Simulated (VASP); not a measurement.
Here is a VASP 6.6.1 calculation.

Contents of POSCAR:

```
P
1.0
    3.2884129840      0.0000000000      0.0000000000
    0.0000000000     34.8700018438      0.0000000000
    0.0000000000      0.0000000000      4.5873407749
P
4
Direct
    0.0000000000      0.9700352344      0.5897387353
    0.0000000000      0.0299647656      0.4102612647
    0.5000000000      0.0299647656      0.0897387353
    0.5000000000      0.9700352344      0.9102612647
```

INCAR.step1

```
SYSTEM = P
PREC     = Accurate       ! precision mode
ENCUT    = 520            ! plane-wave cutoff, eV
ISMEAR   = 0              ! smearing method
SIGMA    = 0.01           ! smearing width, eV
LREAL    = .FALSE.        ! projectors in reciprocal space
LASPH    = .TRUE.         ! aspherical terms in the spheres
NELM     = 80             ! most SCF steps
NBANDS   = 18             ! bands
GGA      = PE             ! functional
ALGO     = Normal         ! electronic algorithm
EDIFF    = 1E-4           ! SCF threshold, eV
LWAVE    = .TRUE.         ! write WAVECAR
LCHARG   = .FALSE.        ! write CHGCAR
```

Contents of INCAR.step2:

```
SYSTEM = P
PREC     = Accurate       ! precision mode
ENCUT    = 520            ! plane-wave cutoff, eV
EDIFF    = 1E-6           ! SCF threshold, eV
ISMEAR   = 0              ! smearing method
SIGMA    = 0.01           ! smearing width, eV
LREAL    = .FALSE.        ! projectors in reciprocal space
LASPH    = .TRUE.         ! aspherical terms in the spheres
NELM     = 80             ! most SCF steps
ALGO     = Normal         ! electronic algorithm
ISIF     = 2              ! what is computed and relaxed
LWAVE    = .FALSE.        ! write WAVECAR
LCHARG   = .FALSE.        ! write CHGCAR
METAGGA  = R2SCAN         ! meta-GGA
LMIXTAU  = .TRUE.       
NBANDS   = 18             ! bands
ISTART   = 1
```

File KPOINTS:

```
regular mesh
0
G
  4 1 4
  0 0 0
```

Potentials or basis: VASP PAW PBE potentials, release 64 (P).

Run with:

```bash
$ cat potpaw_PBE.64/P/POTCAR > POTCAR
$ cp INCAR.step1 INCAR
$ mpirun -np 1 vasp_std > vasp.out
$ cp INCAR.step2 INCAR
$ mpirun -np 1 vasp_std > vasp.out
```

Q: What does it give for the band gap on the k mesh?

A: 1.07 eV.

Q: Predict the largest force.

A: 0.122 eV/Å.

Forces on the atoms (eV/Å):
```
P    0.000  0.087  0.085
P    0.000 -0.087 -0.085
P    0.000 -0.087  0.085
P    0.000  0.087 -0.085
```

Caveat: the k points lie up to 0.48 Å⁻¹ apart; there is no dipole correction, which matters where the two faces differ; the PAW data sets were made with another functional, which shifts forces and pressure a little.
